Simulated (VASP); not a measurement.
Input of a VASP 6.6.1 run:

The input INCAR:

```
  PREC = Accurate
  ENCUT = 520
  EDIFF = 1E-7
  ISMEAR = -1
  SIGMA = 0.2241
  LREAL = Auto
  LASPH = True
  NELM = 80
  ALGO = Normal
  ISIF = 2
  LWAVE = False
  LCHARG = True
  GGA = PE
  LELF = True
  LVHAR = True
  NBANDS = 86
```

The input KPOINTS:

```
Automatic mesh
0
Gamma
  2 2 2
  0.5 0.5 0.5
```

File POSCAR:

```
CdS
1.0
    0.0000000000      6.0078702720     -6.0078702720
   -6.0078702720      0.0000000000     -6.0078702720
   -6.0078702720      6.0078702720      0.0000000000
Cd S
8 8
Direct
    0.4950056951      0.5130566841     -0.0065026371
    0.0218331945      0.4884807539      0.0039608046
    0.4951305313     -0.0240651002      0.0071904016
   -0.0170799294      0.0274355125     -0.0013803560
    0.5088641002      0.5187671103      0.4859102091
   -0.0079253542      0.4994191559      0.5020888207
    0.4852781215      0.0178068093      0.5152334954
   -0.0018677168     -0.0103715622      0.5020161660
    0.8707186179      0.3682605316      0.3644510285
    0.3716605717      0.3685925960      0.3961972200
    0.9165640653      0.8665708087      0.3563324278
    0.3815906297      0.8555317887      0.4208251652
    0.8675030858      0.3447476237      0.8332163934
    0.3661212544      0.3779653849      0.8550073100
    0.9135882187      0.8390786205      0.8727219901
    0.3850513402      0.8722050016      0.8713850771
```

Potentials or basis: VASP PAW PBE potentials, release 64 (Cd, S).

The run is started by

```sh
$ cat potpaw_PBE.64/Cd/POTCAR potpaw_PBE.64/S/POTCAR > POTCAR
$ mpirun -np 1 vasp_std > vasp.out
```

Question: Estimate the pressure.

Answer: 0.5 GPa.

Question: Predict the largest force.

Answer: 2.501 eV/Å.

Question: What does it give for the band gap on the k mesh?

Answer: 1.72 eV.

Forces in eV/Å, atoms in the order of the input:
```
Cd   0.479  0.292  0.724
Cd  -0.013 -0.237  0.681
Cd  -0.695  0.808 -0.906
Cd   1.351  1.509  1.215
Cd   0.752  0.440  0.860
Cd   0.919 -0.759 -1.031
Cd   0.748  0.287 -0.334
Cd  -0.417  0.528 -0.365
S    0.159  0.457 -0.118
S    0.185 -0.883 -0.835
S   -0.039 -0.627  0.843
S   -0.141 -1.635 -1.041
S   -2.430 -0.533 -0.257
S    0.471  1.539 -0.077
S   -1.097 -1.054  0.009
S   -0.233 -0.132  0.632
```

Caveat: the atoms stand as in a frame of molecular dynamics; a shifted mesh leaves out Γ, where band edges can lie; forces of over 1 eV/Å act on the atoms, so gaps and moduli don't describe the material at rest. A k mesh can miss the band edges.
